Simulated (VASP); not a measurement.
Wanted: the native input for a VASP 6.6.1 run.

* Task: single point
* Functional: PBE
* Potentials or basis: VASP PAW PBE potentials, release 64 (Ga_d, S)
* Cutoff: 520 eV
* k mesh: 4 × 4 × 4
* Occupations: gaussian, width 0.1 eV
* Spin: no spin polarisation
* Dipole correction: no
* Further INCAR settings: ALGO = Normal; EDIFF = 1e-06; NBANDS = 30

The structure of Ga3S lies in POSCAR:

```
Ga3S
1.0
    4.1620357765      0.0000000000      0.0000000000
    0.0000000000      4.1620357765      0.0000000000
    0.0000000000      0.0000000000      4.1620357765
Ga S
3 1
Direct
    0.0000000000      0.5000000000      0.5000000000
    0.5000000000      0.0000000000      0.5000000000
    0.5000000000      0.5000000000      0.0000000000
    0.0000000000      0.0000000000      0.0000000000
```

These files were run (other wordings do the same):

INCAR

```
PREC = Accurate
ENCUT = 520
EDIFF = 1E-6
ISMEAR = 0
SIGMA = 0.1
LREAL = False
LASPH = True
NELM = 80
ALGO = Normal
ISIF = 2
LWAVE = False
LCHARG = False
GGA = PE
NBANDS = 30
```

KPOINTS

```
regular mesh
0
Gamma
  4 4 4
```

Potentials or basis: VASP PAW PBE potentials, release 64 (Ga_d, S).

Launch:

```console
$ cat potpaw_PBE.64/Ga_d/POTCAR potpaw_PBE.64/S/POTCAR > POTCAR
$ mpirun -np 1 vasp_std > vasp.out
```

Results of the run:

```json
{
 "Pressure": "6.3 GPa",
 "Band gap on the k mesh": "zero (an odd number of electrons rules out a gap without spin polarisation)"
}
```

Caveat: the k points lie up to 0.38 Å⁻¹ apart, too coarse for converged energies and pressures of a metal.

Wall time 8.6 s on 1 thread of Intel(R) Xeon(R) 6975P-C (Granite Rapids), on a shared host, peak memory 0.17 GiB.
